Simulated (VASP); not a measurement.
A run of VASP 6.6.1 is set up as follows.

Contents of INCAR:

```
SYSTEM = NaTaO
ALGO     = Normal         ! electronic algorithm
EDIFF    = 1E-6           ! SCF threshold, eV
ENCUT    = 1130           ! plane-wave cutoff, eV
GGA      = PE             ! functional
GGA_COMPAT= .False.      
ISIF     = 2              ! what is computed and relaxed
ISMEAR   = 0              ! smearing method
LASPH    = .True.         ! aspherical terms in the spheres
LCHARG   = .False.        ! write CHGCAR
LREAL    = .False.        ! projectors in reciprocal space
LWAVE    = .False.        ! write WAVECAR
NBANDS   = 37             ! bands
NELM     = 120            ! most SCF steps
PREC     = Accurate       ! precision mode
SIGMA    = 0.2            ! smearing width, eV
```

Contents of KPOINTS:

```
k-points
0
Gamma
  5 5 2
  0 0 0
```

POSCAR

```
NaTaO
1.0
    3.4450428109      0.0000000000      0.0000000000
   -1.7225214054      2.9834945913      0.0000000000
    0.0000000000      0.0000000000     11.6482541108
Na Ta O
2 2 2
Direct
    0.0000000000      0.0000000000      0.5000000000
    0.0000000000      0.0000000000      0.0000000000
    0.6666666667      0.3333333333      0.7500000000
    0.3333333333      0.6666666667      0.2500000000
    0.3333333333      0.6666666667      0.7500000000
    0.6666666667      0.3333333333      0.2500000000
```

Potentials or basis: VASP PAW PBE potentials, release 64 (Na_sv, Ta_sv_GW, O).

Launch:

```bash
$ cat potpaw_PBE.64/Na_sv/POTCAR potpaw_PBE.64/Ta_sv_GW/POTCAR potpaw_PBE.64/O/POTCAR > POTCAR
$ mpirun -np 1 vasp_std > vasp.out
```

(1) Predict the band gap on the k mesh.

(2) Estimate the pressure.

## Answers

(1) zero (bands 28 and 29 overlap by 1.51 eV).

(2) 0.1 GPa.

Caveat: the k points lie up to 0.42 Å⁻¹ apart, too coarse for converged energies and pressures of a metal; spin-orbit coupling is left out, which moves the levels of the heavy elements.
